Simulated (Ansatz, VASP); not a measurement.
## Two plane-wave programs on Sb

```
CELL_PARAMETERS angstrom
2.19829 -2.19934 0.00000
2.19829 2.19934 0.00000
0.00000 0.00000 3.10927
ATOMIC_POSITIONS crystal
Sb 0.00000 0.00000 0.00000
```

Alike in both runs: functional PBE; k mesh 18 × 18 × 18; occupations gaussian, width 0.1 eV; no spin polarisation.

Ansatz relaxed the structure, and its values are those at the end. VASP's run is a single point on that final structure, the one shown.

|  | VASP | Ansatz |
| --- | --- | --- |
| version | VASP 6.6.1 | Ansatz 0.2.0 |
| potentials or method | VASP PAW PBE potentials, release 64 (Sb), cutoff 520 eV | scalar-relativistic, plane waves, PAW |
| valence electrons in the cell | 5 | 15 |

```csv
,VASP,Ansatz,Ansatz less VASP
gap on the k mesh at the Fermi level (eV),none,none,-
pressure (GPa),0.0,0.0,+0.02
```

A gap of «none» marks a metal or a gap that the smearing closes. The functional is the same, so the differences come from potentials, cutoffs and numerics. VASP's potentials hold 5 valence electrons a cell and Ansatz's 15, so a difference there can come from the potentials and not from the codes.

Spin-orbit coupling is off throughout.
